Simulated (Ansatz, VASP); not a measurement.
One calculation of SrCl2, two programs

```
Sr Cl
1.0
     0.00000    3.55677    3.55677
     3.55677    0.00000    3.55677
     3.55677    3.55677    0.00000
Sr Cl
1 2
Direct
  0.00000 0.00000 0.00000
  0.75000 0.75000 0.75000
  0.25000 0.25000 0.25000
```

Change from the starting cell: volume scaled by 1.06.

Alike in both runs: task single point; functional PBEsol; k mesh 7 × 7 × 7; occupations fermi-dirac, width 0.05 eV; no spin polarisation.

|  | VASP | Ansatz |
| --- | --- | --- |
| version | VASP 6.6.1 | Ansatz 0.2.0 |
| potentials or method | VASP PAW PBE potentials, release 64 (Sr_sv, Cl), cutoff 520 eV | all-electron LAPW, scalar-relativistic |

Ansatz gave:

```
gap on the k mesh at the Fermi level (eV) : 4.96
least direct gap on the mesh (eV)         : 5.25
pressure (GPa)                            : -2.7
```

**Question.** Estimate VASP's values.

**Answer.** gap on the k mesh at the Fermi level (eV): 4.96; least direct gap on the mesh (eV): 5.24; pressure (GPa): -2.7.

VASP's potentials were made for PBE, not for PBEsol. Ansatz ran all-electron here, and VASP with PAW potentials.
